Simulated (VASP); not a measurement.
# Zn (P6_3/mmc) in VASP: a series of runs

The runs below take Zn through single point, with LDA.

All numbers are computed with VASP 6.6.1; they aren't measurements. Logs are shortened: lines on timing, memory, paths and dates and some standing lists are left out, and cuts for length are marked.

## Step 1: The cell of the first run

The structure is hexagonal, space group P6_3/mmc (No. 194). The conventional cell has a = 2.571 Å, b = 2.571 Å, c = 4.736 Å, α = 90.00°, β = 90.00°, γ = 120.00°. Within 3.4 Å of Zn (site symmetry -6m2) lie 12 Zn at 2.57 to 2.79 Å.

## Step 2: Single point, LDA

File INCAR:

```
PREC = Accurate ; ENCUT = 520
EDIFF = 1E-6 ; ISMEAR = -1
SIGMA = 0.1 ; LREAL = F
LASPH = T ; NELM = 80
ALGO = Normal ; ISIF = 2
LWAVE = F ; LCHARG = F
GGA = CA ; NBANDS = 19
```

File KPOINTS:

```
Automatic mesh
0
Gamma
  15 15 7
```

File POSCAR:

```
Zn
1.0
    2.5709734941      0.0000000000      0.0000000000
   -1.2854867470      2.2265283583      0.0000000000
    0.0000000000      0.0000000000      4.7361908757
Zn
2
Direct
    0.3333333333      0.6666666667      0.2500000000
    0.6666666667      0.3333333333      0.7500000000
```

Potentials or basis: VASP PAW LDA potentials, release 64 (Zn).

Command:

```console
$ cat potpaw_LDA.64/Zn/POTCAR > POTCAR
$ mpirun -np 1 vasp_std > vasp.out
```

OUTCAR:

```text
PREC = Accurate
   ENCUT = 520
   EDIFF = 1E-6
   ISMEAR = -1
   LREAL = F
   LASPH = T
   NELM = 80
   ISIF = 2
   GGA = CA

 ion  position               nearest neighbor table
   1  0.333  0.667  0.250-   2 2.79   2 2.79   2 2.79   2 2.79   2 2.79   2 2.79
   2  0.667  0.333  0.750-   1 2.79   1 2.79   1 2.79   1 2.79   1 2.79   1 2.79

  LATTYP: Found a hexagonal cell.
 ALAT       =     2.5709734941
 C/A-ratio  =     1.8421780258

  Lattice vectors:

 A1 = (   2.5709734941,   0.0000000000,   0.0000000000)
 A2 = (  -1.2854867470,   2.2265283583,   0.0000000000)
 A3 = (   0.0000000000,   0.0000000000,   4.7361908757)

Analysis of symmetry for initial positions (statically):
=====================================================================
 Subroutine PRICEL returns:
 Original cell was already a primitive cell.

 Routine SETGRP: Setting up the symmetry group for a
 hexagonal supercell.

 Subroutine GETGRP returns: Found 24 space group operations
 (whereof 12 operations were pure point group operations)
 out of a pool of 24 trial point group operations.

The static configuration has the point symmetry D_3d.
 The point group associated with its full space group is D_6h.

Analysis of symmetry for dynamics (positions and initial velocities):
=====================================================================
 Subroutine PRICEL returns:
 Original cell was already a primitive cell.

 Routine SETGRP: Setting up the symmetry group for a
 hexagonal supercell.

 Subroutine GETGRP returns: Found 24 space group operations
 (whereof 12 operations were pure point group operations)
 out of a pool of 24 trial point group operations.

The dynamic configuration has the point symmetry D_3d.
 The point group associated with its full space group is D_6h.

 Subroutine INISYM returns: Found 24 space group operations
 (whereof 12 operations are pure point group operations),
 and found     1 'primitive' translations

----------------------------------------------------------------------------------------

                                     Primitive cell

  volume of cell :      27.1116

  direct lattice vectors                    reciprocal lattice vectors
     2.570973494  0.000000000  0.000000000     0.388957724  0.224564847  0.000000000
    -1.285486747  2.226528358  0.000000000     0.000000000  0.449129694  0.000000000
     0.000000000  0.000000000  4.736190876     0.000000000  0.000000000  0.211140139

  length of vectors
     2.570973494  2.570973494  4.736190876     0.449129694  0.449129694  0.211140139

  position of ions in fractional coordinates (direct lattice)
     0.333333333  0.666666667  0.250000000
     0.666666667  0.333333333  0.750000000

  ion indices of the primitive-cell ions
   primitive index   ion index
                 1           1
                 2           2

----------------------------------------------------------------------------------------

 KPOINTS: Automatic mesh

Automatic generation of k-mesh.
 Grid dimensions read from file:
 generate k-points for:   15   15    7

 Generating k-lattice:

  Cartesian coordinates                     Fractional coordinates (reciprocal lattice)
     0.025930515  0.014970990  0.000000000     0.066666667  0.000000000  0.000000000
     0.000000000  0.029941980  0.000000000     0.000000000  0.066666667  0.000000000
     0.000000000  0.000000000  0.030162877     0.000000000  0.000000000  0.142857143

  Length of vectors
     0.029941980  0.029941980  0.030162877

  Shift w.r.t. Gamma in fractional coordinates (k-lattice)
     0.000000000  0.000000000  0.000000000

 Subroutine IBZKPT returns following result:
 ===========================================

 Found    108 irreducible k-points:

 Following reciprocal coordinates:
            Coordinates               Weight
  0.000000  0.000000  0.000000      1.000000
  0.066667 -0.000000  0.000000      6.000000
  0.133333 -0.000000  0.000000      6.000000
  0.200000 -0.000000  0.000000      6.000000
  0.266667 -0.000000  0.000000      6.000000
  0.333333 -0.000000  0.000000      6.000000
[... 16 lines left out ...]
  0.333333  0.200000  0.000000     12.000000
  0.400000  0.200000  0.000000      6.000000
 [... further k-points ...]
   k-points           NKPTS =    108   k-points in BZ     NKDIM =    108   number of bands    NBANDS=     19
   number of dos      NEDOS =    301   number of ions     NIONS =      2
   total plane-waves  NPLWV =  14400
   dimension x,y,z NGX =    20 NGY =   20 NGZ =   36
   dimension x,y,z NGXF=    40 NGYF=   40 NGZF=   72
   ions per type =               2
   NGX,Y,Z   is equivalent  to a cutoff of  12.93, 12.93, 12.64 a.u.
   NGXF,Y,Z  is equivalent  to a cutoff of  25.87, 25.87, 25.27 a.u.
 SYSTEM =  unknown system
   PREC   = accura    normal or accurate (medium, high low for compatibility)
   ISTART =      0    job   : 0-new  1-cont  2-samecut
   ICHARG =      2    charge: 1-file 2-atom 10-const
   ISPIN  =      1    spin polarized calculation?
   LNONCOLLINEAR =      F non collinear calculations
   LSORBIT =      F    spin-orbit coupling
   LASPH  =      T    aspherical Exc in radial PAW
   ENCUT  =  520.0 eV  38.22 Ry    6.18 a.u.   4.78  4.78  8.81*2*pi/ulx,y,z
   NELM   =     80;   NELMIN=  2; NELMDL= -5     # of ELM steps
   EDIFF  = 0.1E-05   stopping-criterion for ELM
   LREAL  =      F    real-space projection
   EDIFFG = 0.1E-04   stopping-criterion for IOM
   NSW    =      0    number of steps for IOM
   IBRION =     -1    ionic relax: 0-MD 1-quasi-New 2-CG
   NFREE  =      0    steps in history (QN), initial steepest desc. (CG)
   ISIF   =      2    stress and relaxation
   ISYM   =      2    0-nonsym 1-usesym 2-fastsym
   POTIM  = 0.5000    time-step for ionic-motion
   TEBEG  =    0.0;   TEEND  =   0.0 temperature during run
   PSTRESS=    0.0 pullay stress
   NELECT =      24.0000    total number of electrons
   NUPDOWN=      -1.0000    fix difference up-down
   EMIN   =  10.00;   EMAX   =-10.00  energy-range for DOS
   EFERMI =   0.00;   METHOD = LEGACY
   ISMEAR =    -1;   SIGMA  =   0.10  broadening in eV -4-tet -1-fermi 0-gaus
   EFERMI_NEDOS =   21; number of points for ismear=-14 and -15
   IALGO  =     38    algorithm
   IMIX   =      4    mixing-type and parameters
     AMIX     =   0.40;   BMIX     =  1.00
     AMIX_MAG =   1.60;   BMIX_MAG =  1.00
  volume/ion in A,a.u.               =      13.56        91.48
  Fermi-wavevector in a.u.,A,eV,Ry     =   1.571907  2.970474 33.618530  2.470892
  Thomas-Fermi vector in A             =   2.673421
   LORBIT       =      0    0 simple, 1 ext, 2 COOP (PROOUT), +10 PAW based schemes
   GGA     = CA    functional components
   LHFCALC =     F    Hartree Fock is set to
   AEXX    =    0.0000 exact exchange contribution
   IVDW    =     0    specifies the selected vdW correction
   LEPSILON=     F    determine dielectric tensor
   LRPA    =     F    only Hartree local field effects (RPA)
 non-spin polarized calculation
  energy-cutoff  :      520.00
  volume of cell :       27.11
 maximum number of plane-waves:       741
 NGX is ok and might be reduce to    20
   NGX =  9   NGY =  9   NGZ = 17

 number of electron      23.9999991 magnetization

 Free energy of the ion-electron system (eV)
  ---------------------------------------------------
  ext. energy  EPLUGINS =         0.00000000
  ---------------------------------------------------
  free energy    TOTEN  =        -3.75859535 eV

  energy without entropy =       -3.74666609  energy(sigma->0) =       -3.75263072

 E-fermi :   3.8181     XC(G=0): -12.5121

 val. band max:        3.7797650843   @ k =   0.3333   0.3333   0.0000
 cond. band min:       3.8825218574   @ k =   0.3333   0.3333   0.1429
 fundamental gap:      0.1027567731
 Fermi energy:         3.8181045308

 k-point     1 :       0.0000    0.0000    0.0000
  band No.  band energies     occupation
      1      -7.5992      2.00000
      2      -5.4671      2.00000
      3      -4.5934      2.00000
      4      -4.3226      2.00000
      5      -4.3226      2.00000
      6      -4.2573      2.00000
[... 11 lines left out ...]
     18      24.0406      0.00000
     19      24.1837      0.00000

 k-point     2 :       0.0667   -0.0000    0.0000
  band No.  band energies     occupation
      1      -7.4573      2.00000
      2      -5.3999      2.00000
      3      -4.5779      2.00000
      4      -4.3379      2.00000
      5      -4.2851      2.00000
      6      -4.2748      2.00000
[... 11 lines left out ...]
     18      23.1344      0.00000
     19      25.4544      0.00000

 k-point     3 :       0.1333   -0.0000    0.0000
  band No.  band energies     occupation
      1      -7.0399      2.00000
      2      -5.2240      2.00000
      3      -4.5510      2.00000
      4      -4.3698      2.00000
      5      -4.2966      2.00000
      6      -4.1776      2.00000
[... 11 lines left out ...]
     18      22.1314      0.00000
     19      23.5526      0.00000

 k-point     4 :       0.2000   -0.0000    0.0000
  band No.  band energies     occupation
      1      -6.3856      2.00000
      2      -5.0357      2.00000
      3      -4.5274      2.00000
      4      -4.4160      2.00000
      5      -4.3106      2.00000
      6      -4.2043      2.00000
[... 11 lines left out ...]
     18      20.7824      0.00000
     19      21.0428      0.00000

 k-point     5 :       0.2667   -0.0000    0.0000
  band No.  band energies     occupation
      1      -5.6476      2.00000
      2      -4.9903      2.00000
      3      -4.5588      2.00000
      4      -4.4376      2.00000
      5      -4.3571      2.00000
      6      -4.1054      2.00000
[... 11 lines left out ...]
     18      20.1243      0.00000
     19      21.5353      0.00000
[... 334 lines left out ...]
      2      -4.7064      2.00000
      3      -4.7002      2.00000
      4      -4.6487      2.00000
      5      -4.3459      2.00000
      6      -4.3069      2.00000
[... 11 lines left out ...]
     18      16.1064      0.00000
     19      17.3742      0.00000

 k-point    22 :       0.2667    0.2000    0.0000
  band No.  band energies     occupation
      1      -4.8110      2.00000
      2      -4.7861      2.00000
      3      -4.7320      2.00000
      4      -4.3590      2.00000
      5      -4.3500      2.00000
      6      -4.2391      2.00000
[... 11 lines left out ...]
     18      15.2012      0.00000
     19      16.3677      0.00000

 k-point    23 :       0.3333    0.2000    0.0000
  band No.  band energies     occupation
      1      -4.8725      2.00000
      2      -4.8313      2.00000
      3      -4.7560      2.00000
      4      -4.3495      2.00000
      5      -4.2256      2.00000
      6      -4.1936      2.00000
[... 11 lines left out ...]
     18      14.7602      0.00000
     19      15.9308      0.00000

 k-point    24 :       0.4000    0.2000    0.0000
  band No.  band energies     occupation
      1      -4.8959      2.00000
      2      -4.8458      2.00000
      3      -4.7676      2.00000
      4      -4.3199      2.00000
      5      -4.2876      2.00000
      6      -4.1315      2.00000
[... 11 lines left out ...]
     18      14.6117      0.00000
     19      15.7941      0.00000

 [... further k-points ...]
[... 5 lines left out ...]
  --------------------------------------------------------------------------------------
  -------------------------------------------------------------------------------------
  Total       -0.0378782     -0.0378782      0.4786420     -0.0000000      0.0000000      0.0000000
  in kB       -2.2384378     -2.2384378     28.2856620     -0.0000000      0.0000000      0.0000000
  external PRESSURE =       7.9362621 kB  Pullay stress =       0.0000000 kB

 VOLUME and BASIS-vectors are now :
 -----------------------------------------------------------------------------
  energy-cutoff  :      520.00
  volume of cell :       27.11
      direct lattice vectors                 reciprocal lattice vectors
     2.570973494  0.000000000  0.000000000     0.388957724  0.224564847  0.000000000
    -1.285486747  2.226528358  0.000000000     0.000000000  0.449129694  0.000000000
     0.000000000  0.000000000  4.736190876     0.000000000  0.000000000  0.211140139

 POSITION                                       TOTAL-FORCE (eV/Angst)
 -----------------------------------------------------------------------------------
     -0.00000      1.48435      1.18405         0.000000     -0.000000      0.000000
      1.28549      0.74218      3.55214        -0.000000      0.000000      0.000000
 -----------------------------------------------------------------------------------
    total drift:                                0.000000     -0.000000      0.000000

  FREE ENERGIE OF THE ION-ELECTRON SYSTEM (eV)
  ---------------------------------------------------
  free  energy   TOTEN  =        -3.7585953547 eV

  energy  without entropy=       -3.7466660942  energy(sigma->0) =       -3.75263072
```

Wall time 28 s (1 thread of AMD EPYC 7R13 (Zen 3), shared host); peak memory 0.13 GiB.

Results:

```
Free energy            : -3.7586 eV
Pressure               : 0.8 GPa
Band gap on the k mesh : zero (band 12 reaches 5.55 eV, above the bottom of band 13 at 0.86 eV)
```

Stress tensor (GPa, compression positive):
```
-0.22  0.00  0.00
 0.00 -0.22  0.00
 0.00  0.00  2.83
```

## Step 3: Single point, LDA

File INCAR:

```
SYSTEM = Zn
  PREC = Accurate
  ENCUT = 520
  EDIFF = 1E-6
  ISMEAR = -1
  SIGMA = 0.2
  LREAL = .FALSE.
  LASPH = .TRUE.
  NELM = 60
  ALGO = Normal
  ISIF = 2
  LWAVE = .FALSE.
  LCHARG = .TRUE.
  LELF = .TRUE.
  LVHAR = .TRUE.
  NBANDS = 19
```

File KPOINTS:

```
regular mesh
0
G
  14 14 7
  0 0 0
```

POSCAR is that of step 2.

Potentials or basis: VASP PAW LDA potentials, release 64 (Zn).

Command:

```console
$ cat potpaw_LDA.64/Zn/POTCAR > POTCAR
$ mpirun -np 1 vasp_std > vasp.out
```

Wall time 14 s (1 thread of Intel Xeon 6975P-C (Granite Rapids), shared host); peak memory 0.15 GiB.

It converged, with:

- Free energy: -3.7755 eV
- Pressure: 0.9 GPa
- Band gap on the k mesh: zero (band 12 reaches 5.21 eV, above the bottom of band 13 at 0.86 eV)

Stress tensor (GPa, compression positive):
```
1.34 0.00 0.00
0.00 1.34 0.00
0.00 0.00 0.12
```

Levels at points of the mesh, in eV from the Fermi level:
```
           k point  band 8  band 9  band 10  band 11  band 12  band 13  band 14  band 15  band 16  band 17
(0.00, 0.00, 0.00)   -7.60   -7.60    -7.33    -7.33    -4.15    -2.88    14.91    18.70    18.70    18.76
(0.50, 0.00, 0.00)   -7.34   -7.13    -7.10    -3.20    -2.27     2.94     3.68     4.81     6.10    10.71
```

## Step 4: Single point, LDA

File INCAR:

```
PREC = Accurate
ENCUT = 520
EDIFF = 1E-6
ISMEAR = -1
SIGMA = 0.3
LREAL = F
LASPH = T
NELM = 100
ALGO = Normal
ISIF = 2
LWAVE = F
LCHARG = F
NBANDS = 19
```

File KPOINTS:

```
Automatic mesh
0
Gamma
  14 14 7
```

POSCAR is that of step 3.

Command:

```console
$ cat potpaw_LDA.64/Zn/POTCAR > POTCAR
$ mpirun -np 1 vasp_std > vasp.out
```

It took 14 s on 1 thread of Intel Xeon 6975P-C (Granite Rapids), shared host; peak memory 0.15 GiB.

The run converged. Its results:

```yaml
Free_energy: -3.8124 eV
Pressure: 1.2 GPa
Band_gap_on_the_k_mesh: zero (band 12 reaches 5.21 eV, above the bottom of band 13 at 0.86 eV)
```

Stress tensor (GPa, compression positive):
```
1.55 0.00 0.00
0.00 1.55 0.00
0.00 0.00 0.56
```

Levels at points of the mesh, in eV from the Fermi level:
| k point | band 8 | band 9 | band 10 | band 11 | band 12 | band 13 | band 14 | band 15 | band 16 | band 17 |
| --- | --- | --- | --- | --- | --- | --- | --- | --- | --- | --- |
| (0.00, 0.00, 0.00) | -7.61 | -7.61 | -7.34 | -7.34 | -4.16 | -2.89 | 14.90 | 18.69 | 18.69 | 18.75 |
| (0.50, 0.00, 0.00) | -7.35 | -7.14 | -7.11 | -3.21 | -2.28 | 2.93 | 3.67 | 4.80 | 6.09 | 10.70 |

## Step 5: Overview

```tsv
k mesh	smearing	gap on the mesh (eV)	pressure (GPa)
15 × 15 × 7	fermi-dirac 0.1 eV	none	0.8
14 × 14 × 7	fermi-dirac 0.2 eV	none	0.9
14 × 14 × 7	fermi-dirac 0.3 eV	none	1.2
```

Alike in all rows: task single point; level LDA; potentials or basis VASP PAW LDA potentials, release 64 (Zn); no spin polarisation; cell as given; cutoff (eV) 520.

Every run on the cell as given and a fine mesh finds a metal.

Total energies depend on the potentials used, so only differences within one code and one set of settings carry meaning.
